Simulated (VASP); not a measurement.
Input of a VASP 6.6.1 run:

Contents of INCAR:

```
ALGO     = Normal         # electronic algorithm
EDIFF    = 1E-7           # SCF threshold, eV
ENCUT    = 520            # plane-wave cutoff, eV
GGA      = PS             # functional
ISIF     = 2              # what is computed and relaxed
ISMEAR   = 0              # smearing method
LASPH    = T              # aspherical terms in the spheres
LCHARG   = T              # write CHGCAR
LELF     = T              # ELF
LREAL    = F              # projectors in reciprocal space
LVHAR    = T            
LWAVE    = F              # write WAVECAR
NBANDS   = 9              # bands
NELM     = 60             # most SCF steps
PREC     = Accurate       # precision mode
SIGMA    = 0.15           # smearing width, eV
```

The input KPOINTS:

```
k-points
0
Gamma
  15 15 15
```

Contents of POSCAR:

```
Te
1.0
    2.2306512821      1.2878671182      1.8087607696
   -2.2306512821      1.2878671182      1.8087607696
    0.0000000000     -2.5757342364      1.8087607697
Te
1
Direct
    0.5000000000      0.5000000000      0.5000000000
```

Potentials or basis: VASP PAW PBE potentials, release 64 (Te).

Run with:

```sh
$ cat potpaw_PBE.64/Te/POTCAR > POTCAR
$ mpirun -np 1 vasp_std > vasp.out
```

(1) Predict the band gap on the k mesh.

(2) What does it give for the pressure?

Answers

(1) zero (bands 3 and 4 overlap by 5.76 eV).

(2) 0.1 GPa.

Caveat: the PAW data sets were made with another functional, which shifts forces and pressure a little; spin-orbit coupling is left out, which moves the levels of the heavy elements.
